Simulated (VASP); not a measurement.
Input of a VASP 6.6.1 run:

Contents of INCAR:

```
ALGO = Normal
EDIFF = 1E-6
ENCUT = 520
ISIF = 2
ISMEAR = 0
LASPH = True
LCHARG = False
LREAL = False
LWAVE = False
NBANDS = 35
NELM = 60
PREC = Accurate
SIGMA = 0.05
```

File KPOINTS:

```
k-points
0
Gamma
  6 6 8
```

Contents of POSCAR:

```
SnO2
1.0
    4.4886508630      0.0000000000      0.0000000000
    0.0000000000      4.4891270938      0.0000000000
    0.0000000000      0.0000000000      3.0324378838
Sn O
2 4
Direct
    0.5000000000      0.5000000000      0.5000000000
    0.0000000000      0.0000000000      0.0000000000
    0.3059920358      0.2715746941      0.0000000000
    0.8059920358      0.2284253059      0.5000000000
    0.1940079642      0.7715746941      0.5000000000
    0.6940079642      0.7284253059      0.0000000000
```

Potentials or basis: VASP PAW LDA potentials, release 64 (Sn_d, O).

Launch:

```console
$ cat potpaw_LDA.64/Sn_d/POTCAR potpaw_LDA.64/O/POTCAR > POTCAR
$ mpirun -np 1 vasp_std > vasp.out
```

Question: Estimate the largest force.

Answer: 3.570 eV/Å.

Question: Predict the band gap on the k mesh.

Answer: 2.90 eV.

Question: Predict the pressure.

Answer: 48.4 GPa.

Forces on the atoms (eV/Å):
```
Sn   0.000  0.000  0.000
Sn   0.000  0.000  0.000
O    2.652  2.391  0.000
O    2.652 -2.391  0.000
O   -2.652  2.391  0.000
O   -2.652 -2.391  0.000
```

Caveat: the cell differs from its parent crystal (atoms shifted along a free coordinate); the cell stands under pressure; spin-orbit coupling is left out, which moves the levels of the heavy elements; forces of over 1 eV/Å act on the atoms, so gaps and moduli don't describe the material at rest.
